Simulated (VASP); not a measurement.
A run of VASP 6.6.1 is set up as follows.

The input INCAR:

```
ALGO = Normal
EDIFF = 1E-7
ENCUT = 520
ISIF = 2
ISMEAR = -1
LASPH = True
LCHARG = False
LREAL = False
LWAVE = False
NBANDS = 17
NELM = 80
PREC = Accurate
SIGMA = 0.05
```

KPOINTS

```
k-points
0
Gamma
  11 11 6
```

The input POSCAR:

```
Pd
1.0
    2.7836650458      0.0000000000      0.0000000000
   -1.3918325229      2.4107246453      0.0000000000
    0.0000000000      0.0000000000      4.6288930000
Pd
2
Direct
    0.3333333333      0.6666666667      0.2500000000
    0.6666666667      0.3333333333      0.7500000000
```

Potentials or basis: VASP PAW LDA potentials, release 64 (Pd).

Command:

```bash
$ cat potpaw_LDA.64/Pd/POTCAR > POTCAR
$ mpirun -np 1 vasp_std > vasp.out
```

(1) Estimate the pressure.

(2) Estimate the band gap on the k mesh.

Answers

(1) -15.4 GPa.

(2) zero (band 10 reaches 8.87 eV, above the bottom of band 11 at 8.08 eV).
